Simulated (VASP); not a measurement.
# TiO2 (I4_1/amd) in VASP: single point with PBE+U

Aim: the single point of TiO2 with PBE+U.

Program: VASP 6.6.1. These are calculated values, not measurements. Logs are shortened: lines on timing, memory, paths and dates and some standing lists are left out, and cuts for length are marked.

## Step 1: The cell of the first run

It takes space group I4_1/amd (No. 141, tetragonal). Conventional cell: a = 3.821 Å, b = 3.821 Å, c = 9.761 Å, α = 90.00°, β = 90.00°, γ = 90.00°. Within 2.6 Å of Ti (site symmetry -4m2) lie 6 O at 1.96 to 2.01 Å. Within 2.6 Å of O (site symmetry 2mm) lie 3 Ti at 1.96 to 2.01 Å and 2 O at 2.47 Å.

## Step 2: Single point, PBE+U

Contents of INCAR:

```
SYSTEM = TiO2
PREC     = Accurate       ! precision mode
ENCUT    = 600            ! plane-wave cutoff, eV
EDIFF    = 1E-6           ! SCF threshold, eV
ISMEAR   = 0              ! smearing method
SIGMA    = 0.1            ! smearing width, eV
LREAL    = .FALSE.        ! projectors in reciprocal space
LASPH    = .TRUE.         ! aspherical terms in the spheres
NELM     = 200            ! most SCF steps
ALGO     = Normal         ! electronic algorithm
ISIF     = 2              ! what is computed and relaxed
LWAVE    = .FALSE.        ! write WAVECAR
LCHARG   = .TRUE.         ! write CHGCAR
LMAXMIX  = 4              ! l up to which the mixer works
LDAU     = .TRUE.         ! DFT+U
LDAUTYPE = 2            
LDAUL    = 2 -1           ! shell
LDAUU    = 4 0            ! U, eV
LDAUJ    = 0 0          
LDAUPRINT= 1            
GGA      = PE             ! functional
LELF     = .TRUE.         ! ELF
LVHAR    = .TRUE.       
NBANDS   = 33             ! bands
GGA_COMPAT= .FALSE.
```

Contents of KPOINTS:

```
Automatic mesh
0
G
  8 8 8
  0 0 0
```

Contents of POSCAR:

```
TiO2
1.0
   -1.9102625515      1.9102625515      4.8807202396
    1.9102625515     -1.9102625515      4.8807202396
    1.9102625515      1.9102625515     -4.8807202396
Ti O
2 4
Direct
    0.0000000000      0.0000000000      0.0000000000
    0.7500000000      0.2500000000      0.5000000000
    0.2054213857      0.2054213857      0.0000000000
    0.9554213857      0.4554213857      0.5000000000
    0.5445786143      0.0445786143      0.5000000000
    0.7945786143      0.7945786143      0.0000000000
```

Potentials or basis: VASP PAW PBE potentials, release 64 (Ti_sv, O).

Run with:

```
$ cat potpaw_PBE.64/Ti_sv/POTCAR potpaw_PBE.64/O/POTCAR > POTCAR
$ mpirun -np 1 vasp_std > vasp.out
```

OUTCAR:

```text
SYSTEM = TiO2
   PREC = Accurate
   ENCUT = 600
   EDIFF = 1E-6
   ISMEAR = 0
   LREAL = .FALSE.
   LASPH = .TRUE.
   NELM = 200
   ISIF = 2
   GGA = PE

 ion  position               nearest neighbor table
   1  0.000  0.000  0.000-   5 1.96   4 1.96   5 1.96   4 1.96   3 2.01   6 2.01
   2  0.750  0.250  0.500-   6 1.96   3 1.96   6 1.96   3 1.96   4 2.01   5 2.01
   3  0.205  0.205  0.000-   2 1.96   2 1.96   1 2.01
   4  0.955  0.455  0.500-   1 1.96   1 1.96   2 2.01
   5  0.545  0.045  0.500-   1 1.96   1 1.96   2 2.01
   6  0.795  0.795  0.000-   2 1.96   2 1.96   1 2.01

  LATTYP: Found a body centered tetragonal cell.
 ALAT       =     3.8205251030
 C/A-ratio  =     2.5549996966

  Lattice vectors:

 A1 = (  -1.9102625515,   1.9102625515,   4.8807202396)
 A2 = (   1.9102625515,  -1.9102625515,   4.8807202396)
 A3 = (   1.9102625515,   1.9102625515,  -4.8807202396)

Analysis of symmetry for initial positions (statically):
=====================================================================
 Subroutine PRICEL returns:
 Original cell was already a primitive cell.

 Routine SETGRP: Setting up the symmetry group for a
 body centered tetragonal supercell.

 Subroutine GETGRP returns: Found 16 space group operations
 (whereof  8 operations were pure point group operations)
 out of a pool of 16 trial point group operations.

The static configuration has the point symmetry D_2d.
 The point group associated with its full space group is D_4h.

Analysis of symmetry for dynamics (positions and initial velocities):
=====================================================================
 Subroutine PRICEL returns:
 Original cell was already a primitive cell.

 Routine SETGRP: Setting up the symmetry group for a
 body centered tetragonal supercell.

 Subroutine GETGRP returns: Found 16 space group operations
 (whereof  8 operations were pure point group operations)
 out of a pool of 16 trial point group operations.

The dynamic configuration has the point symmetry D_2d.
 The point group associated with its full space group is D_4h.

 Subroutine INISYM returns: Found 16 space group operations
 (whereof  8 operations are pure point group operations),
 and found     1 'primitive' translations

----------------------------------------------------------------------------------------

                                     Primitive cell

  volume of cell :      71.2410

  direct lattice vectors                    reciprocal lattice vectors
    -1.910262552  1.910262552  4.880720240     0.000000000  0.261744125  0.102443897
     1.910262552 -1.910262552  4.880720240     0.261744125  0.000000000  0.102443897
     1.910262552  1.910262552 -4.880720240     0.261744125  0.261744125  0.000000000

  length of vectors
     5.578497655  5.578497655  5.578497655     0.281077816  0.281077816  0.370162091

  position of ions in fractional coordinates (direct lattice)
     0.000000000  0.000000000  0.000000000
     0.750000000  0.250000000  0.500000000
     0.205421386  0.205421386  0.000000000
     0.955421386  0.455421386  0.500000000
     0.544578614  0.044578614  0.500000000
     0.794578614  0.794578614  0.000000000

  ion indices of the primitive-cell ions
   primitive index   ion index
                 1           1
                 2           2
                 3           3
                 4           4
                 5           5
                 6           6
[... 101 lines left out ...]
   GGA     = PE    functional components
   LHFCALC =     F    Hartree Fock is set to
   AEXX    =    0.0000 exact exchange contribution
   IVDW    =     0    specifies the selected vdW correction
   LEPSILON=     F    determine dielectric tensor
   LRPA    =     F    only Hartree local field effects (RPA)
 non-spin polarized calculation
 Gauss-broadening in eV      SIGMA  =   0.10
  energy-cutoff  :      600.00
  volume of cell :       71.24
 maximum number of plane-waves:      2392
 NGX is ok and might be reduce to    48
   NGX = 23   NGY = 23   NGZ = 23

atom =   1  type =  1  l = 2

 onsite density matrix

spin component  1

  0.1035 -0.0000  0.0000  0.0000  0.0000
 -0.0000  0.0999 -0.0000  0.0000  0.0000
  0.0000 -0.0000  0.2452 -0.0000 -0.0000
  0.0000  0.0000 -0.0000  0.0999  0.0000
  0.0000  0.0000 -0.0000  0.0000  0.2451

spin component  2

  0.1035 -0.0000  0.0000  0.0000  0.0000
 -0.0000  0.0999 -0.0000  0.0000  0.0000
  0.0000 -0.0000  0.2452 -0.0000 -0.0000
  0.0000  0.0000 -0.0000  0.0999  0.0000
  0.0000  0.0000 -0.0000  0.0000  0.2451

 occupancies and eigenvectors

  o =  0.0999  v =  0.0000  0.8790  0.0000  0.4768 -0.0000  0.0000  0.0000  0.0000  0.0000  0.0000      0.0000  0.0000  0.0000  0.0000  0.0000  0.0000  0.0000  0.0000  0.0000  0.0000
  o =  0.0999  v =  0.0000  0.0000  0.0000  0.0000  0.0000  0.0000  0.8790  0.0000  0.4768 -0.0000      0.0000  0.0000  0.0000  0.0000  0.0000  0.0000  0.0000  0.0000  0.0000  0.0000
  o =  0.0999  v =  0.0000  0.0000  0.0000  0.0000  0.0000  0.0000 -0.4768  0.0000  0.8790 -0.0000      0.0000  0.0000  0.0000  0.0000  0.0000  0.0000  0.0000  0.0000  0.0000  0.0000
  o =  0.0999  v =  0.0000 -0.4768  0.0000  0.8790 -0.0000  0.0000  0.0000  0.0000  0.0000  0.0000      0.0000  0.0000  0.0000  0.0000  0.0000  0.0000  0.0000  0.0000  0.0000  0.0000
  o =  0.1035  v =  0.0000  0.0000  0.0000  0.0000  0.0000  1.0000  0.0000  0.0000  0.0000  0.0000      0.0000  0.0000  0.0000  0.0000  0.0000  0.0000  0.0000  0.0000  0.0000  0.0000
  o =  0.1035  v =  1.0000  0.0000  0.0000  0.0000  0.0000  0.0000  0.0000  0.0000  0.0000  0.0000      0.0000  0.0000  0.0000  0.0000  0.0000  0.0000  0.0000  0.0000  0.0000  0.0000
  o =  0.2451  v =  0.0000 -0.0000  0.0000 -0.0000 -1.0000  0.0000  0.0000  0.0000  0.0000  0.0000      0.0000  0.0000  0.0000  0.0000  0.0000  0.0000  0.0000  0.0000  0.0000  0.0000
  o =  0.2451  v =  0.0000  0.0000  0.0000  0.0000  0.0000  0.0000 -0.0000  0.0000 -0.0000 -1.0000      0.0000  0.0000  0.0000  0.0000  0.0000  0.0000  0.0000  0.0000  0.0000  0.0000
  o =  0.2452  v =  0.0000  0.0000  0.0000  0.0000  0.0000  0.0000 -0.0000  1.0000 -0.0000  0.0000      0.0000  0.0000  0.0000  0.0000  0.0000  0.0000  0.0000  0.0000  0.0000  0.0000
  o =  0.2452  v =  0.0000 -0.0000  1.0000 -0.0000  0.0000  0.0000  0.0000  0.0000  0.0000  0.0000      0.0000  0.0000  0.0000  0.0000  0.0000  0.0000  0.0000  0.0000  0.0000  0.0000

atom =   2  type =  1  l = 2

 onsite density matrix

spin component  1

  0.1035 -0.0000  0.0000  0.0000 -0.0000
 -0.0000  0.0999 -0.0000  0.0000  0.0000
  0.0000 -0.0000  0.2452 -0.0000  0.0000
  0.0000  0.0000 -0.0000  0.0999  0.0000
 -0.0000  0.0000  0.0000  0.0000  0.2451

spin component  2

  0.1035 -0.0000  0.0000  0.0000 -0.0000
 -0.0000  0.0999 -0.0000  0.0000  0.0000
  0.0000 -0.0000  0.2452 -0.0000  0.0000
  0.0000  0.0000 -0.0000  0.0999  0.0000
 -0.0000  0.0000  0.0000  0.0000  0.2451

 occupancies and eigenvectors

  o =  0.0999  v =  0.0000 -0.7350 -0.0000 -0.6780 -0.0000  0.0000  0.0000  0.0000  0.0000  0.0000      0.0000  0.0000  0.0000  0.0000  0.0000  0.0000  0.0000  0.0000  0.0000  0.0000
  o =  0.0999  v =  0.0000  0.0000  0.0000  0.0000  0.0000  0.0000 -0.7350 -0.0000 -0.6780 -0.0000      0.0000  0.0000  0.0000  0.0000  0.0000  0.0000  0.0000  0.0000  0.0000  0.0000
  o =  0.0999  v =  0.0000 -0.6780 -0.0000  0.7350  0.0000  0.0000  0.0000  0.0000  0.0000  0.0000      0.0000  0.0000  0.0000  0.0000  0.0000  0.0000  0.0000  0.0000  0.0000  0.0000
  o =  0.0999  v =  0.0000  0.0000  0.0000  0.0000  0.0000  0.0000 -0.6780 -0.0000  0.7350  0.0000      0.0000  0.0000  0.0000  0.0000  0.0000  0.0000  0.0000  0.0000  0.0000  0.0000
  o =  0.1035  v =  0.0000  0.0000  0.0000  0.0000  0.0000  1.0000  0.0000  0.0000  0.0000  0.0000      0.0000  0.0000  0.0000  0.0000  0.0000  0.0000  0.0000  0.0000  0.0000  0.0000
  o =  0.1035  v =  1.0000  0.0000  0.0000  0.0000  0.0000  0.0000  0.0000  0.0000  0.0000  0.0000      0.0000  0.0000  0.0000  0.0000  0.0000  0.0000  0.0000  0.0000  0.0000  0.0000
  o =  0.2451  v =  0.0000  0.0000 -0.0000 -0.0000  1.0000  0.0000  0.0000  0.0000  0.0000  0.0000      0.0000  0.0000  0.0000  0.0000  0.0000  0.0000  0.0000  0.0000  0.0000  0.0000
  o =  0.2451  v =  0.0000  0.0000  0.0000  0.0000  0.0000  0.0000  0.0000 -0.0000 -0.0000  1.0000      0.0000  0.0000  0.0000  0.0000  0.0000  0.0000  0.0000  0.0000  0.0000  0.0000
  o =  0.2452  v =  0.0000  0.0000  0.0000  0.0000  0.0000  0.0000  0.0000 -1.0000 -0.0000 -0.0000      0.0000  0.0000  0.0000  0.0000  0.0000  0.0000  0.0000  0.0000  0.0000  0.0000
  o =  0.2452  v =  0.0000  0.0000 -1.0000 -0.0000 -0.0000  0.0000  0.0000  0.0000  0.0000  0.0000      0.0000  0.0000  0.0000  0.0000  0.0000  0.0000  0.0000  0.0000  0.0000  0.0000

 number of electron      47.9999998 magnetization

 Free energy of the ion-electron system (eV)
  ---------------------------------------------------
  ext. energy  EPLUGINS =         0.00000000
  ---------------------------------------------------
  free energy    TOTEN  =       -48.51060713 eV

  energy without entropy =      -48.51060713  energy(sigma->0) =      -48.51060713

 E-fermi :   3.6426     XC(G=0): -10.5150

 val. band max:        3.1956079445   @ k =  -0.3750   0.3750   0.0000
 cond. band min:       5.8760267040   @ k =   0.0000   0.0000   0.0000
 fundamental gap:      2.6804187595
 Fermi energy:         3.6425795742

 k-point     1 :       0.0000    0.0000    0.0000
  band No.  band energies     occupation
      1     -54.2989      2.00000
      2     -54.2541      2.00000
      3     -30.6492      2.00000
      4     -30.4527      2.00000
      5     -30.4527      2.00000
      6     -30.3982      2.00000
[... 853 lines left out ...]
     32       9.5533      0.00000
     33      10.0636      0.00000

 [... further k-points ...]
[... 5 lines left out ...]
  --------------------------------------------------------------------------------------
  -------------------------------------------------------------------------------------
  Total        1.8439737      1.8439737      1.5883311      0.0000000     -0.0000000      0.0000000
  in kB       41.4701189     41.4701189     35.7208350      0.0000000     -0.0000000      0.0000000
  external PRESSURE =      39.5536909 kB  Pullay stress =       0.0000000 kB

 VOLUME and BASIS-vectors are now :
 -----------------------------------------------------------------------------
  energy-cutoff  :      600.00
  volume of cell :       71.24
      direct lattice vectors                 reciprocal lattice vectors
    -1.910262552  1.910262552  4.880720240     0.000000000  0.261744125  0.102443897
     1.910262552 -1.910262552  4.880720240     0.261744125  0.000000000  0.102443897
     1.910262552  1.910262552 -4.880720240     0.261744125  0.261744125  0.000000000

 POSITION                                       TOTAL-FORCE (eV/Angst)
 -----------------------------------------------------------------------------------
      0.00000      0.00000      0.00000         0.000000      0.000000      0.000000
     -0.00000      1.91026      2.44036         0.000000      0.000000      0.000000
      0.00000      0.00000      2.00521         0.000000     -0.000000      0.156667
      0.00000      1.91026      4.44557        -0.000000      0.000000      0.156667
      0.00000      1.91026      0.43515        -0.000000      0.000000     -0.156667
      0.00000      0.00000      7.75623         0.000000     -0.000000     -0.156667
 -----------------------------------------------------------------------------------
    total drift:                               -0.000000     -0.000000      0.000000

  FREE ENERGIE OF THE ION-ELECTRON SYSTEM (eV)
  ---------------------------------------------------
  free  energy   TOTEN  =       -48.5106071257 eV

  energy  without entropy=      -48.5106071257  energy(sigma->0) =      -48.51060713
```

It took 10 min on 1 thread of Oxide Virtual Turin-like, shared host; peak memory 0.36 GiB.

What came out:

```
Free energy            : -48.5106 eV
Pressure               : 4.0 GPa
Largest force          : 0.157 eV/Å
Band gap on the k mesh : 2.68 eV (least direct gap 2.95 eV)
```

Forces in eV/Å, atoms in the order of the input:
```
Ti   0.000  0.000  0.000
Ti   0.000  0.000  0.000
O    0.000  0.000  0.157
O    0.000  0.000  0.157
O    0.000  0.000 -0.157
O    0.000  0.000 -0.157
```

Stress tensor (GPa, compression positive):
```
4.15 0.00 0.00
0.00 4.15 0.00
0.00 0.00 3.57
```

Levels at points of the mesh, in eV from the valence-band top:
| k point | band 22 | band 23 | band 24 | band 25 | band 26 | band 27 |
| --- | --- | --- | --- | --- | --- | --- |
| (0.00, 0.00, 0.00) | -0.74 | -0.36 | -0.36 | 2.68 | 3.36 | 4.41 |
| (0.50, 0.00, 0.00) | -0.86 | -0.81 | -0.65 | 3.69 | 3.88 | 3.98 |
| (0.50, 0.50, 0.00) | -1.88 | -0.04 | -0.04 | 3.71 | 3.71 | 4.13 |
| (0.50, 0.50, 0.50) | -1.21 | -0.08 | -0.08 | 3.01 | 3.01 | 4.23 |

Eigenvalues of the final occupation matrices:
```tsv
site	spin	trace	eigenvalues
site 1 d	1	0.79	0.10 0.10 0.10 0.25 0.25
site 1 d	2	0.79	0.10 0.10 0.10 0.25 0.25
site 2 d	1	0.79	0.10 0.10 0.10 0.25 0.25
site 2 d	2	0.79	0.10 0.10 0.10 0.25 0.25
```

Caveat: the cell stands under pressure.
